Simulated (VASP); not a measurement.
# BN (P6_3/mmc) in VASP: further runs

Runs on BN. Level: PBEsol. Tasks: electric field gradients.

Program: VASP 6.6.1. These are calculated values, not measurements. Logs are shortened: lines on timing, memory, paths and dates and some standing lists are left out, and cuts for length are marked.

## (1) The cell of the first run

The structure is hexagonal, space group P6_3/mmc (No. 194). Conventional cell: a = 2.521 Å, b = 2.521 Å, c = 6.705 Å, α = 90.00°, β = 90.00°, γ = 120.00°. Within 1.9 Å of B (site symmetry -6m2) lie 3 N at 1.46 Å. Within 1.9 Å of N (site symmetry -6m2) lie 3 B at 1.46 Å.

## (2) Electric field gradients, PBEsol (volume scaled by 1.02)

Contents of INCAR:

```
SYSTEM = BN
ALGO = Normal ; EDIFF = 1E-8
ENCUT = 520 ; GGA = PS
ISIF = 2 ; ISMEAR = -1
LASPH = .TRUE. ; LCHARG = .FALSE.
LEFG = .TRUE. ; LREAL = .FALSE.
LWAVE = .FALSE. ; NBANDS = 16
NELM = 100 ; PREC = Accurate
SIGMA = 0.02
```

Contents of KPOINTS:

```
k-points
0
G
  11 11 4
  0 0 0
```

Contents of POSCAR:

```
BN
1.0
    2.5205749141      0.0000000000      0.0000000000
   -1.2602874571      2.1828819078      0.0000000000
    0.0000000000      0.0000000000      6.7053151929
B N
2 2
Direct
    0.3333333333      0.6666666667      0.2500000000
    0.6666666667      0.3333333333      0.7500000000
    0.3333333333      0.6666666667      0.7500000000
    0.6666666667      0.3333333333      0.2500000000
```

Potentials or basis: VASP PAW PBE potentials, release 64 (B, N).

Run with:

```bash
$ cat potpaw_PBE.64/B/POTCAR potpaw_PBE.64/N/POTCAR > POTCAR
$ mpirun -np 1 vasp_std > vasp.out
```

OUTCAR:

```text
SYSTEM = BN
   EDIFF = 1E-8
   ENCUT = 520
   GGA = PS
   ISIF = 2
   ISMEAR = -1
   LASPH = .TRUE.
   LREAL = .FALSE.
   NELM = 100
   PREC = Accurate

 ion  position               nearest neighbor table
   1  0.333  0.667  0.250-   4 1.46   4 1.46   4 1.46
   2  0.667  0.333  0.750-   3 1.46   3 1.46   3 1.46
   3  0.333  0.667  0.750-   2 1.46   2 1.46   2 1.46
   4  0.667  0.333  0.250-   1 1.46   1 1.46   1 1.46

  LATTYP: Found a hexagonal cell.
 ALAT       =     2.5205749141
 C/A-ratio  =     2.6602324555

  Lattice vectors:

 A1 = (   2.5205749141,   0.0000000000,   0.0000000000)
 A2 = (  -1.2602874571,   2.1828819078,   0.0000000000)
 A3 = (   0.0000000000,   0.0000000000,   6.7053151929)

Analysis of symmetry for initial positions (statically):
=====================================================================
 Subroutine PRICEL returns:
 Original cell was already a primitive cell.

 Routine SETGRP: Setting up the symmetry group for a
 hexagonal supercell.

 Subroutine GETGRP returns: Found 24 space group operations
 (whereof 12 operations were pure point group operations)
 out of a pool of 24 trial point group operations.

The static configuration has the point symmetry D_3d.
 The point group associated with its full space group is D_6h.

Analysis of symmetry for dynamics (positions and initial velocities):
=====================================================================
 Subroutine PRICEL returns:
 Original cell was already a primitive cell.

 Routine SETGRP: Setting up the symmetry group for a
 hexagonal supercell.

 Subroutine GETGRP returns: Found 24 space group operations
 (whereof 12 operations were pure point group operations)
 out of a pool of 24 trial point group operations.

The dynamic configuration has the point symmetry D_3d.
 The point group associated with its full space group is D_6h.

 Subroutine INISYM returns: Found 24 space group operations
 (whereof 12 operations are pure point group operations),
 and found     1 'primitive' translations

----------------------------------------------------------------------------------------

                                     Primitive cell

  volume of cell :      36.8934

  direct lattice vectors                    reciprocal lattice vectors
     2.520574914  0.000000000  0.000000000     0.396734886  0.229054993  0.000000000
    -1.260287457  2.182881908  0.000000000     0.000000000  0.458109986  0.000000000
     0.000000000  0.000000000  6.705315193     0.000000000  0.000000000  0.149135420

  length of vectors
     2.520574914  2.520574914  6.705315193     0.458109986  0.458109986  0.149135420

  position of ions in fractional coordinates (direct lattice)
     0.333333333  0.666666667  0.250000000
     0.666666667  0.333333333  0.750000000
     0.333333333  0.666666667  0.750000000
     0.666666667  0.333333333  0.250000000

  ion indices of the primitive-cell ions
   primitive index   ion index
                 1           1
                 2           2
                 3           3
                 4           4

----------------------------------------------------------------------------------------

 KPOINTS: k-points

Automatic generation of k-mesh.
 Grid dimensions read from file:
 generate k-points for:   11   11    4

 Generating k-lattice:

  Cartesian coordinates                     Fractional coordinates (reciprocal lattice)
     0.036066808  0.020823181  0.000000000     0.090909091 -0.000000000  0.000000000
     0.000000000  0.041646362  0.000000000     0.000000000  0.090909091  0.000000000
     0.000000000  0.000000000  0.037283855     0.000000000  0.000000000  0.250000000

  Length of vectors
     0.041646362  0.041646362  0.037283855

  Shift w.r.t. Gamma in fractional coordinates (k-lattice)
     0.000000000  0.000000000  0.000000000

 Subroutine IBZKPT returns following result:
 ===========================================

 Found     48 irreducible k-points:

 Following reciprocal coordinates:
            Coordinates               Weight
  0.000000  0.000000  0.000000      1.000000
  0.090909  0.000000  0.000000      6.000000
  0.181818  0.000000  0.000000      6.000000
  0.272727  0.000000  0.000000      6.000000
  0.363636  0.000000  0.000000      6.000000
  0.454545  0.000000  0.000000      6.000000
[... 16 lines left out ...]
  0.090909  0.090909  0.250000     12.000000
  0.181818  0.090909  0.250000     24.000000
 [... further k-points ...]
   k-points           NKPTS =     48   k-points in BZ     NKDIM =     48   number of bands    NBANDS=     16
   number of dos      NEDOS =    301   number of ions     NIONS =      4
   total plane-waves  NPLWV =  20000
   dimension x,y,z NGX =    20 NGY =   20 NGZ =   50
   dimension x,y,z NGXF=    40 NGYF=   40 NGZF=  100
   ions per type =               2   2
   NGX,Y,Z   is equivalent  to a cutoff of  13.19, 13.19, 12.40 a.u.
   NGXF,Y,Z  is equivalent  to a cutoff of  26.38, 26.38, 24.79 a.u.
 SYSTEM =  BN
   PREC   = accura    normal or accurate (medium, high low for compatibility)
   ISTART =      0    job   : 0-new  1-cont  2-samecut
   ICHARG =      2    charge: 1-file 2-atom 10-const
   ISPIN  =      1    spin polarized calculation?
   LNONCOLLINEAR =      F non collinear calculations
   LSORBIT =      F    spin-orbit coupling
   LASPH  =      T    aspherical Exc in radial PAW
   ENCUT  =  520.0 eV  38.22 Ry    6.18 a.u.   4.69  4.69 12.47*2*pi/ulx,y,z
   NELM   =    100;   NELMIN=  2; NELMDL= -5     # of ELM steps
   EDIFF  = 0.1E-07   stopping-criterion for ELM
   LREAL  =      F    real-space projection
   EDIFFG = 0.1E-06   stopping-criterion for IOM
   NSW    =      0    number of steps for IOM
   IBRION =     -1    ionic relax: 0-MD 1-quasi-New 2-CG
   NFREE  =      0    steps in history (QN), initial steepest desc. (CG)
   ISIF   =      2    stress and relaxation
   ISYM   =      2    0-nonsym 1-usesym 2-fastsym
   POTIM  = 0.5000    time-step for ionic-motion
   TEBEG  =    0.0;   TEEND  =   0.0 temperature during run
   PSTRESS=    0.0 pullay stress
   NELECT =      16.0000    total number of electrons
   NUPDOWN=      -1.0000    fix difference up-down
   EMIN   =  10.00;   EMAX   =-10.00  energy-range for DOS
   EFERMI =   0.00;   METHOD = LEGACY
   ISMEAR =    -1;   SIGMA  =   0.02  broadening in eV -4-tet -1-fermi 0-gaus
   EFERMI_NEDOS =   21; number of points for ismear=-14 and -15
   IALGO  =     38    algorithm
   IMIX   =      4    mixing-type and parameters
     AMIX     =   0.40;   BMIX     =  1.00
     AMIX_MAG =   1.60;   BMIX_MAG =  1.00
  volume/ion in A,a.u.               =       9.22        62.24
  Fermi-wavevector in a.u.,A,eV,Ry     =   1.239173  2.341697 20.892410  1.535549
  Thomas-Fermi vector in A             =   2.373667
   LORBIT       =      0    0 simple, 1 ext, 2 COOP (PROOUT), +10 PAW based schemes
   GGA     = PS    functional components
   LHFCALC =     F    Hartree Fock is set to
   AEXX    =    0.0000 exact exchange contribution
   IVDW    =     0    specifies the selected vdW correction
   LEPSILON=     F    determine dielectric tensor
   LRPA    =     F    only Hartree local field effects (RPA)
 non-spin polarized calculation
  energy-cutoff  :      520.00
  volume of cell :       36.89
 maximum number of plane-waves:      1009
 NGX is ok and might be reduce to    20
   NGX =  9   NGY =  9   NGZ = 25

 number of electron      16.0000000 magnetization

 Free energy of the ion-electron system (eV)
  ---------------------------------------------------
  ext. energy  EPLUGINS =         0.00000000
  ---------------------------------------------------
  free energy    TOTEN  =       -36.55930192 eV

  energy without entropy =      -36.55930192  energy(sigma->0) =      -36.55930192

 E-fermi :   2.4654     XC(G=0): -10.1974

 val. band max:        2.0565360145   @ k =   0.3636   0.2727   0.0000
 cond. band min:       6.2630880252   @ k =   0.4545   0.0909   0.0000
 fundamental gap:      4.2065520107
 Fermi energy:         2.4653979344

 k-point     1 :       0.0000    0.0000    0.0000
  band No.  band energies     occupation
      1     -15.6054      2.00000
      2     -15.3215      2.00000
      3      -4.1247      2.00000
      4      -2.0312      2.00000
      5       0.6996      2.00000
      6       0.6996      2.00000
[... 433 lines left out ...]
      3      -2.6809      2.00000
      4      -2.6279      2.00000
      5      -2.3464      2.00000
      6      -1.0970      2.00000
[... 8 lines left out ...]
     15      16.6256      0.00000
     16      16.6624      0.00000

 [... further k-points ...]
[... 5 lines left out ...]
  --------------------------------------------------------------------------------------
  -------------------------------------------------------------------------------------
  Total       -1.4182419     -1.4182419      0.1202271      0.0000000      0.0000000      0.0000000
  in kB      -61.5902344    -61.5902344      5.2211217      0.0000000      0.0000000      0.0000000
  external PRESSURE =     -39.3197824 kB  Pullay stress =       0.0000000 kB

 VOLUME and BASIS-vectors are now :
 -----------------------------------------------------------------------------
  energy-cutoff  :      520.00
  volume of cell :       36.89
      direct lattice vectors                 reciprocal lattice vectors
     2.520574914  0.000000000  0.000000000     0.396734886  0.229054993  0.000000000
    -1.260287457  2.182881908  0.000000000     0.000000000  0.458109986  0.000000000
     0.000000000  0.000000000  6.705315193     0.000000000  0.000000000  0.149135420

 POSITION                                       TOTAL-FORCE (eV/Angst)
 -----------------------------------------------------------------------------------
     -0.00000      1.45525      1.67633         0.000000     -0.000000      0.000000
      1.26029      0.72763      5.02899        -0.000000     -0.000000      0.000000
     -0.00000      1.45525      5.02899         0.000000     -0.000000      0.000000
      1.26029      0.72763      1.67633        -0.000000      0.000000      0.000000
 -----------------------------------------------------------------------------------
    total drift:                                0.000000     -0.000000      0.000000

  FREE ENERGIE OF THE ION-ELECTRON SYSTEM (eV)
  ---------------------------------------------------
  free  energy   TOTEN  =       -36.5593019232 eV

  energy  without entropy=      -36.5593019232  energy(sigma->0) =      -36.55930192

 Electric field gradients (V/A^2)
---------------------------------------------------------------------
 ion       V_xx      V_yy      V_zz      V_xy      V_xz      V_yz
---------------------------------------------------------------------
   1     -17.099   -17.099    34.198     0.000    -0.000     0.000
   2     -17.099   -17.099    34.198     0.000     0.000    -0.000
   3      -1.052    -1.053     2.106    -0.001     0.000    -0.000
   4      -1.052    -1.053     2.106    -0.001    -0.000     0.000
---------------------------------------------------------------------

 Electric field gradients after diagonalization (V/A^2)
 (convention: |V_zz| > |V_xx| > |V_yy|)
----------------------------------------------------------------------
 ion       V_xx      V_yy      V_zz     asymmetry (V_yy - V_xx)/ V_zz
----------------------------------------------------------------------
   1     -17.099   -17.099    34.198       0.000
   2     -17.099   -17.099    34.198       0.000
   3      -1.054    -1.052     2.106       0.001
   4      -1.054    -1.052     2.106       0.001
----------------------------------------------------------------------

           NMR quadrupolar parameters

 Cq : quadrupolar parameter    Cq=e*Q*V_zz/h
 eta: asymmetry parameters     (V_yy - V_xx)/ V_zz
 Q  : nuclear electric quadrupole moment in mb (millibarn)
----------------------------------------------------------------------
 ion       Cq(MHz)       eta       Q (mb)
----------------------------------------------------------------------
   1       0.083       0.000       1.000
   2       0.083       0.000       1.000
   3       0.005       0.001       1.000
   4       0.005       0.001       1.000
----------------------------------------------------------------------
```

It took 70 s on 1 thread of AMD EPYC 7R13, shared host; peak memory 0.13 GiB.

What came out:

| Quantity | Value |
| --- | --- |
| Free energy | -36.5593 eV |
| Pressure | -3.9 GPa |
| Band gap on the k mesh | 4.21 eV, indirect (least direct gap 4.56 eV) |

Electric field gradients, principal values (V/Å²):
```tsv
atom	least	middle	greatest (by size)
1 B	-17.099	-17.099	34.198
2 B	-17.099	-17.099	34.198
3 N	-1.052	-1.054	2.106
4 N	-1.052	-1.054	2.106
```

Caveat: without QUAD_EFG the Cq values of the log hold for a quadrupole moment of 1 mb, not for the nuclei; the PAW data sets were made with another functional, which shifts forces and pressure a little; this functional lacks dispersion, which binds the layers, so the pressure and a relaxed spacing across them are unreliable.

## (3) Electric field gradients, PBEsol (volume scaled by 1.06)

Contents of INCAR:

```
PREC     = Accurate       # precision mode
ENCUT    = 520            # plane-wave cutoff, eV
EDIFF    = 1E-8           # SCF threshold, eV
ISMEAR   = -1             # smearing method
SIGMA    = 0.02           # smearing width, eV
LREAL    = F              # projectors in reciprocal space
LASPH    = T              # aspherical terms in the spheres
NELM     = 80             # most SCF steps
ALGO     = Normal         # electronic algorithm
ISIF     = 2              # what is computed and relaxed
LWAVE    = F              # write WAVECAR
LCHARG   = F              # write CHGCAR
GGA      = PS             # functional
LEFG     = T            
NBANDS   = 16             # bands
```

Contents of KPOINTS:

```
regular mesh
0
Gamma
  11 11 4
```

Contents of POSCAR:

```
BN
1.0
    2.5531020489      0.0000000000      0.0000000000
   -1.2765510245      2.2110512328      0.0000000000
    0.0000000000      0.0000000000      6.7918449327
B N
2 2
Direct
    0.3333333333      0.6666666667      0.2500000000
    0.6666666667      0.3333333333      0.7500000000
    0.3333333333      0.6666666667      0.7500000000
    0.6666666667      0.3333333333      0.2500000000
```

Potentials or basis: VASP PAW PBE potentials, release 64 (B, N).

Run with:

```bash
$ cat potpaw_PBE.64/B/POTCAR potpaw_PBE.64/N/POTCAR > POTCAR
$ mpirun -np 1 vasp_std > vasp.out
```

OUTCAR:

```text
PREC = Accurate
   ENCUT = 520
   EDIFF = 1E-8
   ISMEAR = -1
   LREAL = F
   LASPH = T
   NELM = 80
   ISIF = 2
   GGA = PS

 ion  position               nearest neighbor table
   1  0.333  0.667  0.250-   4 1.47   4 1.47   4 1.47
   2  0.667  0.333  0.750-   3 1.47   3 1.47   3 1.47
   3  0.333  0.667  0.750-   2 1.47   2 1.47   2 1.47
   4  0.667  0.333  0.250-   1 1.47   1 1.47   1 1.47

  LATTYP: Found a hexagonal cell.
 ALAT       =     2.5531020489
 C/A-ratio  =     2.6602324555

  Lattice vectors:

[... 682 lines left out ...]

 Electric field gradients (V/A^2)
---------------------------------------------------------------------
 ion       V_xx      V_yy      V_zz      V_xy      V_xz      V_yz
---------------------------------------------------------------------
   1     -16.642   -16.642    33.284     0.000    -0.000     0.000
   2     -16.642   -16.642    33.284     0.000     0.000    -0.000
   3       0.937     0.936    -1.873    -0.001    -0.000     0.000
   4       0.937     0.936    -1.873    -0.001     0.000    -0.000
---------------------------------------------------------------------

 Electric field gradients after diagonalization (V/A^2)
 (convention: |V_zz| > |V_xx| > |V_yy|)
----------------------------------------------------------------------
 ion       V_xx      V_yy      V_zz     asymmetry (V_yy - V_xx)/ V_zz
----------------------------------------------------------------------
   1     -16.642   -16.642    33.284       0.000
   2     -16.642   -16.642    33.284       0.000
   3       0.938     0.935    -1.873       0.001
   4       0.938     0.935    -1.873       0.001
----------------------------------------------------------------------

           NMR quadrupolar parameters

 Cq : quadrupolar parameter    Cq=e*Q*V_zz/h
 eta: asymmetry parameters     (V_yy - V_xx)/ V_zz
 Q  : nuclear electric quadrupole moment in mb (millibarn)
----------------------------------------------------------------------
 ion       Cq(MHz)       eta       Q (mb)
----------------------------------------------------------------------
   1       0.080       0.000       1.000
   2       0.080       0.000       1.000
   3      -0.005       0.001       1.000
   4      -0.005       0.001       1.000
----------------------------------------------------------------------
```

stdout:

```text
POSCAR found type information on POSCAR B N
 POSCAR found :  2 types and       4 ions
 scaLAPACK will be used
 -----------------------------------------------------------------------------
|                                                                             |
|                                                                             |
|     You enforced a specific xc type in the INCAR file but a different       |
|     I HOPE YOU KNOW WHAT YOU ARE DOING!                                     |
|                                                                             |
 -----------------------------------------------------------------------------

 LDA part: xc-table for (Slater+PW92), standard interpolation
 POSCAR, INCAR and KPOINTS ok, starting setup
 FFT: planning ... GRIDC
 FFT: planning ... GRID_SOFT
 FFT: planning ... GRID
 WAVECAR not read
 entering main loop
ion   1

ion   2

ion   3

ion   4
```

Run time: 74 s. Hardware: 1 thread of AMD EPYC 7R13, shared host; peak memory 0.13 GiB.

Results:

```yaml
Free_energy: -36.4873 eV
Pressure: -12.1 GPa
Band_gap_on_the_k_mesh: 4.16 eV, indirect (least direct gap 4.47 eV)
```

Stress tensor (GPa, compression positive):
```
-18.25   0.00   0.00
  0.00 -18.25   0.00
  0.00   0.00   0.23
```

Levels at points of the mesh, in eV from the valence-band top:
```
           k point  band 4  band 5  band 6  band 7  band 8  band 9  band 10  band 11  band 12  band 13
(0.00, 0.00, 0.00)   -3.95   -1.40   -1.40   -1.36   -1.36    4.89     9.70    11.01    11.01    11.12
(0.00, 0.00, 0.50)   -5.06   -1.38   -1.38   -1.38   -1.38    7.11     7.11    11.06    11.06    11.06
```

Electric field gradients, principal values (V/Å²):
| atom | least | middle | greatest (by size) |
| --- | --- | --- | --- |
| 1 B | -16.642 | -16.642 | 33.284 |
| 2 B | -16.642 | -16.642 | 33.284 |
| 3 N | 0.935 | 0.938 | -1.873 |
| 4 N | 0.935 | 0.938 | -1.873 |

Caveat: without QUAD_EFG the Cq values of the log hold for a quadrupole moment of 1 mb, not for the nuclei; the PAW data sets were made with another functional, which shifts forces and pressure a little; this functional lacks dispersion, which binds the layers, so the pressure and a relaxed spacing across them are unreliable. A k mesh can miss the band edges.

[end of part 1 of 3]
